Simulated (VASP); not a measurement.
Here is a VASP 6.6.1 calculation.

Contents of POSCAR:

```
Ni
1.0
    2.5002588676      0.0000000000      0.0000000000
   -1.2501294338      2.1652876954      0.0000000000
    0.0000000000      0.0000000000     25.2072640841
Ni
6
Direct
    0.6666666667      0.3333333333      0.2975332815
    0.3333333333      0.6666666667      0.3785199689
    0.0000000000      0.0000000000      0.4595066563
    0.6666666667      0.3333333333      0.5404933437
    0.3333333333      0.6666666667      0.6214800311
    0.0000000000      0.0000000000      0.7024667185
```

Contents of INCAR.step1:

```
SYSTEM = Ni
  PREC = Accurate
  ENCUT = 520
  EDIFF = 1E-7
  ISMEAR = -1
  SIGMA = 0.05
  LREAL = .FALSE.
  LASPH = .TRUE.
  NELM = 150
  ALGO = Normal
  ISIF = 2
  LWAVE = .FALSE.
  LCHARG = .TRUE.
  ISPIN = 2
  MAGMOM = 1 1 1 1 1 1
  LMAXMIX = 4
  GGA = PE
  NBANDS = 43
```

File KPOINTS.step1:

```
regular mesh
0
G
  12 12 1
  0 0 0
```

INCAR.step2

```
SYSTEM = Ni
  PREC = Accurate
  ENCUT = 520
  EDIFF = 1E-7
  ISMEAR = -5
  SIGMA = 0.05
  LREAL = .FALSE.
  LASPH = .TRUE.
  NELM = 150
  ALGO = Normal
  ISIF = 2
  LWAVE = .FALSE.
  LCHARG = .FALSE.
  ISPIN = 2
  MAGMOM = 1 1 1 1 1 1
  LORBIT = 11
  LMAXMIX = 4
  GGA = PE
  NEDOS = 1001
  ICHARG = 11
```

KPOINTS.step2

```
regular mesh
0
G
  18 18 1
  0 0 0
```

Potentials or basis: VASP PAW PBE potentials, release 64 (Ni).

The run is started by

```console
$ cat potpaw_PBE.64/Ni/POTCAR > POTCAR
$ cp INCAR.step1 INCAR
$ cp KPOINTS.step1 KPOINTS
$ mpirun -np 1 vasp_std > vasp.out
$ cp INCAR.step2 INCAR
$ cp KPOINTS.step2 KPOINTS
$ mpirun -np 1 vasp_std > vasp.out
```

(1) Estimate the net moment.

(2) What does it give for the site moments?

## Answers

(1) 3.90 μB per cell.

(2) Ni +0.67, +0.69, +0.65 (each value once) μB.
